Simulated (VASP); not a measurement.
# RuS (Fm-3m) in VASP: a series of runs

RuS is run at these levels: PBEsol; tasks: single point.

Program: VASP 6.6.1. These are calculated values, not measurements. Logs are shortened: lines on timing, memory, paths and dates and some standing lists are left out, and cuts for length are marked.

**1. The cell of the first run**

The structure is cubic, space group Fm-3m (No. 225). Conventional cell: a = 4.869 Å, b = 4.869 Å, c = 4.869 Å, α = 90.00°, β = 90.00°, γ = 90.00°. Within 3.2 Å of Ru (site symmetry m-3m) lie 6 S at 2.43 Å. Within 3.2 Å of S (site symmetry m-3m) lie 6 Ru at 2.43 Å.

**2. Single point, PBEsol (14.43 Å³/atom)**

Input file INCAR:

```
SYSTEM = RuS
PREC = Accurate
ENCUT = 520
EDIFF = 1E-7
ISMEAR = 0
SIGMA = 0.05
LREAL = .False.
LASPH = .True.
NELM = 100
ALGO = Normal
ISIF = 2
LWAVE = .False.
LCHARG = .False.
GGA = PS
NBANDS = 17
```

Input file KPOINTS:

```
regular mesh
0
Gamma
  10 10 10
  0 0 0
```

Input file POSCAR:

```
RuS
1.0
    0.0000000000      2.4343248276      2.4343248276
    2.4343248276      0.0000000000      2.4343248276
    2.4343248276      2.4343248276      0.0000000000
Ru S
1 1
Direct
    0.5000000000      0.5000000000      0.5000000000
    0.0000000000      0.0000000000      0.0000000000
```

Potentials or basis: VASP PAW PBE potentials, release 64 (Ru_pv, S).

On the command line:

```console
> cat potpaw_PBE.64/Ru_pv/POTCAR potpaw_PBE.64/S/POTCAR > POTCAR
> mpirun -np 1 vasp_std > vasp.out
```

OUTCAR:

```text
SYSTEM = RuS
   PREC = Accurate
   ENCUT = 520
   EDIFF = 1E-7
   ISMEAR = 0
   LREAL = .False.
   LASPH = .True.
   NELM = 100
   ISIF = 2
   GGA = PS

 ion  position               nearest neighbor table
   1  0.500  0.500  0.500-   2 2.43   2 2.43   2 2.43   2 2.43   2 2.43   2 2.43
   2  0.000  0.000  0.000-   1 2.43   1 2.43   1 2.43   1 2.43   1 2.43   1 2.43

  LATTYP: Found a face centered cubic cell.
 ALAT       =     4.8686496552

  Lattice vectors:

 A1 = (   0.0000000000,   2.4343248276,   2.4343248276)
 A2 = (   2.4343248276,   0.0000000000,   2.4343248276)
 A3 = (   2.4343248276,   2.4343248276,   0.0000000000)

Analysis of symmetry for initial positions (statically):
=====================================================================
 Subroutine PRICEL returns:
 Original cell was already a primitive cell.

 Routine SETGRP: Setting up the symmetry group for a
 face centered cubic supercell.

 Subroutine GETGRP returns: Found 48 space group operations
 (whereof 48 operations were pure point group operations)
 out of a pool of 48 trial point group operations.

The static configuration has the point symmetry O_h .

Analysis of symmetry for dynamics (positions and initial velocities):
=====================================================================
 Subroutine PRICEL returns:
 Original cell was already a primitive cell.

 Routine SETGRP: Setting up the symmetry group for a
 face centered cubic supercell.

 Subroutine GETGRP returns: Found 48 space group operations
 (whereof 48 operations were pure point group operations)
 out of a pool of 48 trial point group operations.

The dynamic configuration has the point symmetry O_h .

 Subroutine INISYM returns: Found 48 space group operations
 (whereof 48 operations are pure point group operations),
 and found     1 'primitive' translations

----------------------------------------------------------------------------------------

                                     Primitive cell

  volume of cell :      28.8513

  direct lattice vectors                    reciprocal lattice vectors
     0.000000000  2.434324828  2.434324828    -0.205395761  0.205395761  0.205395761
     2.434324828  0.000000000  2.434324828     0.205395761 -0.205395761  0.205395761
     2.434324828  2.434324828  0.000000000     0.205395761  0.205395761 -0.205395761

  length of vectors
     3.442655186  3.442655186  3.442655186     0.355755893  0.355755893  0.355755893

  position of ions in fractional coordinates (direct lattice)
     0.500000000  0.500000000  0.500000000
     0.000000000  0.000000000  0.000000000

[... 78 lines left out ...]
   EDIFFG = 0.1E-05   stopping-criterion for IOM
   NSW    =      0    number of steps for IOM
   IBRION =     -1    ionic relax: 0-MD 1-quasi-New 2-CG
   NFREE  =      0    steps in history (QN), initial steepest desc. (CG)
   ISIF   =      2    stress and relaxation
   ISYM   =      2    0-nonsym 1-usesym 2-fastsym
   POTIM  = 0.5000    time-step for ionic-motion
   TEBEG  =    0.0;   TEEND  =   0.0 temperature during run
   PSTRESS=    0.0 pullay stress
   NELECT =      20.0000    total number of electrons
   NUPDOWN=      -1.0000    fix difference up-down
   EMIN   =  10.00;   EMAX   =-10.00  energy-range for DOS
   EFERMI =   0.00;   METHOD = LEGACY
   ISMEAR =     0;   SIGMA  =   0.05  broadening in eV -4-tet -1-fermi 0-gaus
   EFERMI_NEDOS =   21; number of points for ismear=-14 and -15
   IALGO  =     38    algorithm
   IMIX   =      4    mixing-type and parameters
     AMIX     =   0.40;   BMIX     =  1.00
     AMIX_MAG =   1.60;   BMIX_MAG =  1.00
  volume/ion in A,a.u.               =      14.43        97.35
  Fermi-wavevector in a.u.,A,eV,Ry     =   1.448871  2.737969 28.561709  2.099226
  Thomas-Fermi vector in A             =   2.566662
   LORBIT       =      0    0 simple, 1 ext, 2 COOP (PROOUT), +10 PAW based schemes
   GGA     = PS    functional components
   LHFCALC =     F    Hartree Fock is set to
   AEXX    =    0.0000 exact exchange contribution
   IVDW    =     0    specifies the selected vdW correction
   LEPSILON=     F    determine dielectric tensor
   LRPA    =     F    only Hartree local field effects (RPA)
 non-spin polarized calculation
 Gauss-broadening in eV      SIGMA  =   0.05
  energy-cutoff  :      520.00
  volume of cell :       28.85
 maximum number of plane-waves:       794
 NGX is ok and might be reduce to    28
   NGX = 13   NGY = 13   NGZ = 13

 number of electron      19.9999997 magnetization

 Free energy of the ion-electron system (eV)
  ---------------------------------------------------
  ext. energy  EPLUGINS =         0.00000000
  ---------------------------------------------------
  free energy    TOTEN  =       -13.98236204 eV

  energy without entropy =      -13.97564344  energy(sigma->0) =      -13.97900274

 E-fermi :  10.4857     XC(G=0): -12.6508

 val. band max:       10.4828633260   @ k =  -0.4000   0.4000   0.0000
 cond. band min:      10.4985467638   @ k =  -0.4000   0.4000   0.2000
 fundamental gap:      0.0156834377
 Fermi energy:        10.4856632424

 k-point     1 :       0.0000    0.0000    0.0000
  band No.  band energies     occupation
      1     -31.8162      2.00000
      2     -31.8162      2.00000
      3     -31.8162      2.00000
      4      -5.4130      2.00000
      5       7.9519      2.00000
      6       7.9519      2.00000
[... 457 lines left out ...]
      4      -3.9860      2.00000
      5       3.6438      2.00000
      6       5.8080      2.00000
[... 9 lines left out ...]
     16      21.7811      0.00000
     17      22.2425      0.00000

 [... further k-points ...]

------------------------ aborting loop because EDIFF is reached ----------------------------------------

  FORCE on cell =-STRESS in cart. coord.  units (eV):
  Direction    XX          YY          ZZ          XY          YZ          ZX
  --------------------------------------------------------------------------------------
  -------------------------------------------------------------------------------------
  Total       -0.6504993     -0.6504993     -0.6504993      0.0000000      0.0000000      0.0000000
  in kB      -36.1236663    -36.1236663    -36.1236663      0.0000000      0.0000000      0.0000000
  external PRESSURE =     -36.1236663 kB  Pullay stress =       0.0000000 kB

 VOLUME and BASIS-vectors are now :
 -----------------------------------------------------------------------------
  energy-cutoff  :      520.00
  volume of cell :       28.85
      direct lattice vectors                 reciprocal lattice vectors
     0.000000000  2.434324828  2.434324828    -0.205395761  0.205395761  0.205395761
     2.434324828  0.000000000  2.434324828     0.205395761 -0.205395761  0.205395761
     2.434324828  2.434324828  0.000000000     0.205395761  0.205395761 -0.205395761

 POSITION                                       TOTAL-FORCE (eV/Angst)
 -----------------------------------------------------------------------------------
      2.43432      2.43432      2.43432         0.000000      0.000000      0.000000
      0.00000      0.00000      0.00000         0.000000     -0.000000     -0.000000
 -----------------------------------------------------------------------------------
    total drift:                                0.000000      0.000000      0.000000

  FREE ENERGIE OF THE ION-ELECTRON SYSTEM (eV)
  ---------------------------------------------------
  free  energy   TOTEN  =       -13.9823620378 eV

  energy  without entropy=      -13.9756434381  energy(sigma->0) =      -13.97900274
```

stdout:

```text
POSCAR found type information on POSCAR RuS
 POSCAR found :  2 types and       2 ions
 scaLAPACK will be used
 -----------------------------------------------------------------------------
|                                                                             |
|                                                                             |
|     You enforced a specific xc type in the INCAR file but a different       |
|     I HOPE YOU KNOW WHAT YOU ARE DOING!                                     |
|                                                                             |
 -----------------------------------------------------------------------------

 LDA part: xc-table for (Slater+PW92), standard interpolation
 POSCAR, INCAR and KPOINTS ok, starting setup
 FFT: planning ... GRIDC
 FFT: planning ... GRID_SOFT
 FFT: planning ... GRID
 WAVECAR not read
 entering main loop
```

Wall time 35 s (1 thread of Intel Xeon Platinum 8488C (Sapphire Rapids), shared host); peak memory 0.17 GiB.

Results:

* Free energy: -13.9824 eV
* Pressure: -3.6 GPa
* Band gap on the k mesh: zero (bands 10 and 11 overlap by 2.26 eV)

Caveat: the cell stands under tension; the PAW data sets were made with another functional, which shifts forces and pressure a little.

**3. Single point, PBEsol (14.71 Å³/atom)**

This run uses another cell than the first one, of 14.71 Å³/atom.

Input file INCAR:

```
SYSTEM = RuS
PREC     = Accurate       ! precision mode
ENCUT    = 520            ! plane-wave cutoff, eV
EDIFF    = 1E-6           ! SCF threshold, eV
ISMEAR   = 0              ! smearing method
SIGMA    = 0.05           ! smearing width, eV
LREAL    = .FALSE.        ! projectors in reciprocal space
LASPH    = .TRUE.         ! aspherical terms in the spheres
NELM     = 100            ! most SCF steps
ALGO     = Normal         ! electronic algorithm
ISIF     = 2              ! what is computed and relaxed
LWAVE    = .FALSE.        ! write WAVECAR
LCHARG   = .TRUE.         ! write CHGCAR
GGA      = PS             ! functional
LELF     = .TRUE.         ! ELF
LVHAR    = .TRUE.       
NBANDS   = 17             ! bands
```

Input file KPOINTS:

```
regular mesh
0
G
  10 10 10
  0 0 0
```

Input file POSCAR:

```
RuS
1.0
    0.0000000000      2.4501325746      2.4501325746
    2.4501325746      0.0000000000      2.4501325746
    2.4501325746      2.4501325746      0.0000000000
Ru S
1 1
Direct
    0.5000000000      0.5000000000      0.5000000000
    0.0000000000      0.0000000000      0.0000000000
```

Potentials or basis: VASP PAW PBE potentials, release 64 (Ru_pv, S).

On the command line:

```console
> cat potpaw_PBE.64/Ru_pv/POTCAR potpaw_PBE.64/S/POTCAR > POTCAR
> mpirun -np 1 vasp_std > vasp.out
```

Wall time 21 s (1 thread of Intel Xeon Platinum 8488C (Sapphire Rapids), shared host); peak memory 0.17 GiB.

Results (log left out):

* Free energy: -13.9641 eV
* Pressure: -7.0 GPa
* Band gap on the k mesh: zero (bands 10 and 11 overlap by 2.23 eV)

Levels at points of the mesh, in eV from the Fermi level:
```tsv
k point	band 8	band 9	band 10	band 11	band 12	band 13
(0.00, 0.00, 0.00)	-2.34	-2.34	-2.06	-2.06	-2.06	4.27
(0.50, 0.00, 0.00)	-0.67	-0.67	0.12	3.51	4.20	4.20
(0.50, 0.50, 0.00)	-3.65	-1.56	-0.14	-0.14	0.84	3.27
```

Caveat: the cell stands under tension; the PAW data sets were made with another functional, which shifts forces and pressure a little.
